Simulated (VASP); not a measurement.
Set up this calculation in VASP 6.6.1, as the native input.

```
Task                   : relaxation of cell and atoms
Functional             : PBE
Potentials or basis    : VASP PAW PBE potentials, release 64 (As)
Cutoff                 : 600 eV
k mesh                 : 4 × 4 × 6
Occupations            : gaussian, width 0.1 eV
Spin                   : no spin polarisation
Dipole correction      : no
Further INCAR settings : ALGO = Normal; EDIFF = 1e-06; IBRION = 2; EDIFFG = -0.04; NSW = 90; ISIF = 3
```

The structure of As lies in POSCAR:

```
As
1.0
    2.6755586664     -2.8590917475      0.0000000000
    2.6755586664      2.8590917475      0.0000000000
    0.0000000000      0.0000000000      2.9302897636
As
2
Direct
    0.2901494883      0.7098505117      0.5000000000
    0.7098505117      0.2901494883      0.5000000000
```

These files were run (other wordings do the same):

INCAR

```
  PREC = Accurate
  ENCUT = 600
  EDIFF = 1E-6
  ISMEAR = 0
  SIGMA = 0.1
  LREAL = F
  LASPH = T
  NELM = 60
  ALGO = Normal
  ISIF = 3
  LWAVE = F
  LCHARG = F
  GGA = PE
  IBRION = 2
  NSW = 90
  EDIFFG = -0.04
```

KPOINTS

```
Automatic mesh
0
Gamma
  4 4 6
```

Potentials or basis: VASP PAW PBE potentials, release 64 (As).

The run is started by

```console
$ cat potpaw_PBE.64/As/POTCAR > POTCAR
$ mpirun -np 1 vasp_std > vasp.out
```

It gave:

The relaxed volume is 20.75 Å³/atom. The relaxed cell is a = 3.930 Å, b = 3.930 Å, c = 2.687 Å, α = 90.00°, β = 90.00°, γ = 90.49°. The space group after relaxing (to 0.05 Å) is Cmmm (No. 65). The energy gained by relaxing is 73.7 meV/atom and the ionic steps are 27. The pressure after relaxing is 0.0 GPa and the largest force after relaxing is 0.018 eV/Å. The band gap on the k mesh is zero (band 5 reaches 10.96 eV, above the bottom of band 6 at 1.73 eV).

Caveat: the k points lie up to 0.40 Å⁻¹ apart in the final cell.

Run time: 92 s on 1 thread of AMD EPYC 9R45 96-Core Processor (Zen 5), on a shared host, peak memory 0.14 GiB.
